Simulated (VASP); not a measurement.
Runs of VASP 6.6.1 on CoPdO2. The structure is that of space group R-3m (No. 166), or close to it. The cells are those of the table. 

```csv
task,cell,k mesh,cutoff (eV),smearing,gap on the mesh (eV),pressure (GPa),largest force (eV/Å)
single point,"a = 6.095 Å, angles 26.7°, 4 atoms",12 × 12 × 12,520,gaussian 0.15 eV,none,(b),0.02
single point,"a = 6.102 Å, angles 26.7°, 4 atoms",9 × 9 × 9,520,gaussian 0.1 eV,none,(a),0.03
relaxation of cell and atoms,"relaxed from a = 6.182 Å, angles 26.6°, 4 atoms",9 × 9 × 9,600,gaussian 0.1 eV,none,-0.2,0.03
single point,"a = 6.095 Å, angles 26.7°, 4 atoms",18 × 18 × 18,520,gaussian 0.1 eV,none,-0.1,0.04
```

Alike in all rows: level PBEsol; potentials or basis VASP PAW PBE potentials, release 64 (Co, Pd, O); no spin polarisation.

Estimate the missing entries.

(a) -0.3; (b) 0.2.

Caveats: the PAW data sets were made with another functional, which shifts forces and pressure a little; an odd number of electrons without spin polarisation forces a metal; a magnetic or distorted state may lie lower; the run has no spin polarisation, though such a crystal can be magnetic; semilocal functionals often make such compounds metallic where correlation or magnetic order opens a gap, which also shifts bond lengths; the relaxation stopped at a loose force limit of 0.05 eV/Å, so its end isn't a converged minimum (some runs).

A k mesh can miss the band edges, and the runs leave out spin-orbit coupling on Pd.

A gap of «none» marks levels without a gap at the run's occupations.
